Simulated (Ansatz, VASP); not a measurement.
Two plane-wave programs on Hf3F2

```
Hf F
1.0
     3.53645    0.00000    0.00000
    -1.76822    3.06265    0.00000
     0.00000    0.00000    8.56373
Hf F
3 2
Direct
  0.00000 0.00000 0.83220
  0.00000 0.00000 0.16780
  0.00000 0.00000 0.50000
  0.33333 0.66667 0.00000
  0.66667 0.33333 0.00000
```

Alike in both runs: functional PBE; k mesh 5 × 5 × 2; occupations gaussian, width 0.2 eV; no spin polarisation.

Ansatz relaxed the structure, and its values are those at the end. VASP's run is a single point on that final structure, the one shown.

|  | VASP | Ansatz |
| --- | --- | --- |
| version | VASP 6.6.1 | Ansatz 0.2.0 |
| potentials or method | VASP PAW PBE potentials, release 64 (Hf_pv, F), cutoff 600 eV | scalar-relativistic, plane waves, PAW |
| valence electrons in the cell | 44 | 92 |

|  | VASP | Ansatz | Ansatz less VASP |
| --- | --- | --- | --- |
| gap on the k mesh at the Fermi level (eV) | none | none | - |
| pressure (GPa) | -1.0 | 0.1 | +1.13 |
| rms of the force components (eV/Å) | 0.045 | 0.003 | -0.0418 |

A gap of «none» marks a metal or a gap that the smearing closes. VASP's potentials hold 44 valence electrons a cell and Ansatz's 92, so a difference there can come from the potentials and not from the codes.

The k mesh is coarse, so the values compare programs but aren't converged. Spin-orbit coupling is off throughout.
